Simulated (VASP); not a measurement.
Input of a VASP 6.6.1 run:

INCAR

```
PREC = Accurate
ENCUT = 520
EDIFF = 1E-8
ISMEAR = -1
SIGMA = 0.03
LREAL = False
LASPH = True
NELM = 60
ALGO = Normal
ISIF = 2
LWAVE = False
LCHARG = False
GGA = PE
LEFG = True
NBANDS = 7
```

Contents of KPOINTS:

```
regular mesh
0
Gamma
  16 16 16
```

File POSCAR:

```
Mg
1.0
    0.0000000000      2.2442560000      2.1769283200
    2.2442560000      0.0000000000      2.1769283200
    2.2442560000      2.2442560000      0.0000000000
Mg
1
Direct
    0.0000000000      0.0000000000      0.0000000000
```

Potentials or basis: VASP PAW PBE potentials, release 64 (Mg).

The run is started by

```sh
$ cat potpaw_PBE.64/Mg/POTCAR > POTCAR
$ mpirun -np 1 vasp_std > vasp.out
```

Question: Predict the band gap on the k mesh.

Answer: Zero (band 1 reaches 4.28 eV, above the bottom of band 2 at 1.58 eV).

Question: Estimate the pressure.

Answer: 1.9 GPa.

Electric field gradients, principal values (V/Å²):
```csv
atom,least,middle,greatest (by size)
1 Mg,-0.496,-0.496,0.992
```

Caveat: the cell differs from its parent crystal (zz strain of -3 %); without QUAD_EFG the Cq values of the log hold for a quadrupole moment of 1 mb, not for the nuclei.
